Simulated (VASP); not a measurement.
Ga: electric field gradients with LDA

The system is Ga.

```
Ga
1.0
     1.47033   -4.07225    0.01307
     1.42968    4.05775   -0.02757
    -0.01585   -0.01585    3.17000
Ga
2
Cartesian
  1.4610 -2.9949 0.8002
  1.4232 2.9646 2.3553
```

This cell differs from its parent crystal: equal xy, yz and zx shear strains of -1 %.

```
Program                : VASP 6.6.1
Task                   : electric field gradients
Functional             : LDA
Potentials or basis    : VASP PAW LDA potentials, release 64 (Ga_d)
Cutoff                 : 520 eV
k mesh                 : 12 × 12 × 10
Occupations            : fermi-dirac, width 0.08 eV
Spin                   : no spin polarisation
Dipole correction      : no
Further INCAR settings : ALGO = Normal; EDIFF = 1e-08; NBANDS = 20
```

| Property | Result |
| --- | --- |
| Pressure | -3.7 GPa |
| Largest force | 0.181 eV/Å |
| Band gap on the k mesh | zero (bands 13 and 14 overlap by 9.27 eV) |
| Largest electric field gradient by atom | Ga -27.7 V/Å² |

Forces in eV/Å, atoms in the order of the input:
```
Ga  -0.005  0.181  0.007
Ga   0.005 -0.181 -0.007
```

Stress tensor (GPa, compression positive):
```
-5.79  0.01 -0.09
 0.01 -2.98  0.35
-0.09  0.35 -2.45
```

Levels at points of the mesh, in eV from the Fermi level:
| k point | band 11 | band 12 | band 13 | band 14 | band 15 | band 16 |
| --- | --- | --- | --- | --- | --- | --- |
| (0.00, 0.00, 0.00) | -11.25 | -2.26 | -1.66 | 2.85 | 6.67 | 7.75 |
| (0.50, 0.00, 0.00) | -6.79 | -5.41 | -1.68 | -0.36 | 6.27 | 6.61 |
| (0.00, 0.50, 0.00) | -6.70 | -5.41 | -1.82 | -0.55 | 6.50 | 6.70 |
| (0.50, 0.50, 0.00) | -9.22 | -8.59 | 5.08 | 5.73 | 5.80 | 7.02 |
| (0.00, 0.00, 0.50) | -7.43 | -7.42 | 1.77 | 1.92 | 2.41 | 2.56 |
| (0.50, 0.00, 0.50) | -3.15 | -3.14 | -1.62 | -1.59 | 1.78 | 2.08 |
| (0.00, 0.50, 0.50) | -3.09 | -3.05 | -1.63 | -1.56 | 1.76 | 1.76 |
| (0.50, 0.50, 0.50) | -5.72 | -5.56 | -4.23 | -4.19 | 9.48 | 9.50 |

Electric field gradients, principal values (V/Å²):
```tsv
atom	least	middle	greatest (by size)
1 Ga	10.609	17.067	-27.675
2 Ga	10.609	17.067	-27.675
```

Wall time 8.4 min on 1 thread of Intel Xeon 8259CL, on a shared host, peak memory 0.49 GiB.

Caveat: the cell differs from its parent crystal (equal xy, yz and zx shear strains of -1 %); the cell stands under tension; without QUAD_EFG the Cq values of the log hold for a quadrupole moment of 1 mb, not for the nuclei.
